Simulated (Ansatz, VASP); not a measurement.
# SiC in VASP and in Ansatz

File INCAR:

```
SYSTEM = SiC
  PREC = Accurate
  ENCUT = 520
  EDIFF = 1E-7
  ISMEAR = 0
  SIGMA = 0.02
  LREAL = .FALSE.
  LASPH = .TRUE.
  NELM = 80
  ALGO = Normal
  ISIF = 2
  LWAVE = .FALSE.
  LCHARG = .FALSE.
  GGA = PE
  NBANDS = 31
```

The input KPOINTS:

```
Automatic mesh
0
G
  5 4 11
  0 0 0
```

File POSCAR:

```
SiC
1.0
    5.4699979893     -0.0000000188      0.0323679309
   -2.7349990229      8.2051406417     -0.0161744263
   -0.8973847426      1.6410309356      2.5045171289
Si C
5 5
Direct
    0.4497142245      0.6493154646      0.7534227579
    0.2497142245      0.2493154646      0.7534227579
    0.8497142245      0.4493154646      0.7534227579
    0.0497142245      0.8493154646      0.7534227579
    0.6497142245      0.0493154646      0.7534227579
    0.4002857755      0.8006845354     -0.0034227579
    0.2002857755      0.4006845354     -0.0034227579
    0.8002857755      0.6006845354     -0.0034227579
    0.0002857755      0.0006845354     -0.0034227579
    0.6002857755      0.2006845354     -0.0034227579
```

Input for Ansatz:

```yaml
crystal:
  lattice:
    - [5.4699979893, -1.88e-08, 0.0323679309]
    - [-2.7349990229, 8.2051406417, -0.0161744263]
    - [-0.8973847426, 1.6410309356, 2.5045171289]
  atoms:
    - { symbol: Si, position: [0.4497142245, 0.6493154646, 0.7534227579] }
    - { symbol: Si, position: [0.2497142245, 0.2493154646, 0.7534227579] }
    - { symbol: Si, position: [0.8497142245, 0.4493154646, 0.7534227579] }
    - { symbol: Si, position: [0.0497142245, 0.8493154646, 0.7534227579] }
    - { symbol: Si, position: [0.6497142245, 0.0493154646, 0.7534227579] }
    - { symbol: C, position: [0.4002857755, 0.8006845354, -0.0034227579] }
    - { symbol: C, position: [0.2002857755, 0.4006845354, -0.0034227579] }
    - { symbol: C, position: [0.8002857755, 0.6006845354, -0.0034227579] }
    - { symbol: C, position: [0.0002857755, 0.0006845354, -0.0034227579] }
    - { symbol: C, position: [0.6002857755, 0.2006845354, -0.0034227579] }
basis:
  ecutwfc: 420
kpoints:
  mp_grid: { grid: [5, 4, 11] }
  band_path: { path: [VBM, CBM], npoints: 2 }
hamiltonian:
  xc: pbe
scf:
  occupations: { method: gaussian, width: 0.02 }
output:
  forces: true
  stress: true
  eigenvalues: true
```

Change from the starting cell: band edges of the strained film's bulk.

Alike in both runs: task single point; functional PBE; k mesh 5 × 4 × 11; occupations gaussian, width 0.02 eV; no spin polarisation.

|  | VASP | Ansatz |
| --- | --- | --- |
| version | VASP 6.6.1 | Ansatz 0.2.0 |
| potentials or method | VASP PAW PBE potentials, release 64 (Si, C), cutoff 520 eV | scalar-relativistic, plane waves, PAW |
| valence electrons in the cell | 40 | 40 |

Ansatz gave:

| Item | Value |
| --- | --- |
| gap on the k mesh at the Fermi level (eV) | 1.06 |
| least direct gap on the mesh (eV) | 2.07 |
| pressure (GPa) | -12.6 |
| traceless stress, the component that is largest in VASP (GPa) | 12.63 |

Estimate VASP's values.

gap on the k mesh at the Fermi level (eV): 1.06; least direct gap on the mesh (eV): 2.06; pressure (GPa): -12.7; traceless stress, the component that is largest in VASP (GPa): 12.68.

With one functional, cell and mesh, what is left measures potentials, basis and numerics.
